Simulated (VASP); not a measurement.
A run of VASP 6.6.1:

File POSCAR:

```
As
1.0
    2.7036817444      0.0000000000      0.0000000000
    0.0000000000      2.7036817444      0.0000000000
    0.0000000000      0.0000000000      2.7036817444
As
1
Direct
    0.5000000000      0.5000000000      0.5000000000
```

INCAR.step1

```
SYSTEM = As
  PREC = Accurate
  ENCUT = 520
  EDIFF = 1E-5
  ISMEAR = -1
  SIGMA = 0.05
  LREAL = .FALSE.
  LASPH = .TRUE.
  NELM = 150
  ALGO = Normal
  ISIF = 2
  LWAVE = .TRUE.
  LNONCOLLINEAR = .TRUE.
  MAGMOM = 0 0 0
  LORBIT = 11
  LSORBIT = .TRUE.
  GGA_COMPAT = .FALSE.
  LORBMOM = .TRUE.
  GGA = PE
  NBANDS = 16
```

The input INCAR.step2:

```
SYSTEM = As
  PREC = Accurate
  ENCUT = 520
  EDIFF = 1E-6
  ISMEAR = -1
  SIGMA = 0.05
  LREAL = .FALSE.
  LASPH = .TRUE.
  NELM = 150
  ALGO = Normal
  ISIF = 2
  LWAVE = .FALSE.
  LCHARG = .TRUE.
  LNONCOLLINEAR = .TRUE.
  MAGMOM = 0 0 0
  LORBIT = 11
  LSORBIT = .TRUE.
  GGA_COMPAT = .FALSE.
  LORBMOM = .TRUE.
  GGA = PE
  LHFCALC = .TRUE.
  HFSCREEN = 0.2079
  PRECFOCK = Normal
  LVHAR = .TRUE.
  ISTART = 1
  NBANDS = 16
```

File KPOINTS:

```
Automatic mesh
0
G
  4 4 4
  0 0 0
```

Potentials or basis: VASP PAW PBE potentials, release 64 (As).

Run with:

```console
$ cat potpaw_PBE.64/As/POTCAR > POTCAR
$ cp INCAR.step1 INCAR
$ mpirun -np 1 vasp_ncl > vasp.out
$ cp INCAR.step2 INCAR
$ mpirun -np 1 vasp_ncl > vasp.out
```

Hardware: 1 thread of Intel(R) Xeon(R) Platinum 8259CL CPU @ 2.50GHz (Skylake/Cascade Lake), on a shared host.

Task: How long does it take, and how much memory?

Result: Run time: 120 s on 1 thread of Intel(R) Xeon(R) Platinum 8259CL CPU @ 2.50GHz (Skylake/Cascade Lake), with other jobs on the host, peak memory 0.26 GiB. Counts: k points 10.
